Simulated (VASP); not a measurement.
AlRu: single point with PBE

Crystal: AlRu.

```
CELL_PARAMETERS angstrom
2.99160 0.00000 0.00000
0.00000 2.99160 0.00000
0.00000 0.00000 2.99160
ATOMIC_POSITIONS crystal
Al 0.00000 0.00000 0.00000
Ru 0.50000 0.50000 0.50000
```

- Program: VASP 6.6.1
- Task: single point
- Functional: PBE
- Potentials or basis: VASP PAW PBE potentials, release 64 (Al, Ru_pv)
- Cutoff: 520 eV
- k mesh: 20 × 20 × 20
- Occupations: fermi-dirac, width 0.08 eV
- Spin: no spin polarisation
- Dipole correction: no
- Further INCAR settings: ALGO = Normal; EDIFF = 1e-06; NBANDS = 16

The pressure is 2.6 GPa. The band gap on the k mesh is zero (an odd number of electrons rules out a gap without spin polarisation).

Levels at points of the mesh, in eV from the Fermi level:
```
           k point  band 5  band 6  band 7  band 8  band 9  band 10  band 11  band 12  band 13  band 14
(0.00, 0.00, 0.00)   -3.57   -3.57    0.18    0.18    0.18     6.08     6.08     6.08    10.98    10.98
(0.50, 0.00, 0.00)   -5.49   -2.77   -1.61   -1.61    0.43     2.29     7.45    11.03    11.03    12.12
(0.50, 0.50, 0.00)   -3.06   -1.37   -1.37   -1.17   -1.17     1.53     5.31     6.23    10.59    12.12
(0.50, 0.50, 0.50)   -4.63   -4.63    1.63    1.63    2.57     4.13     4.13     4.13     8.53     8.53
```

Wall time 2 min on 1 thread of AMD EPYC 7R32 (Zen 2), with other jobs on the host, peak memory 0.2 GiB.
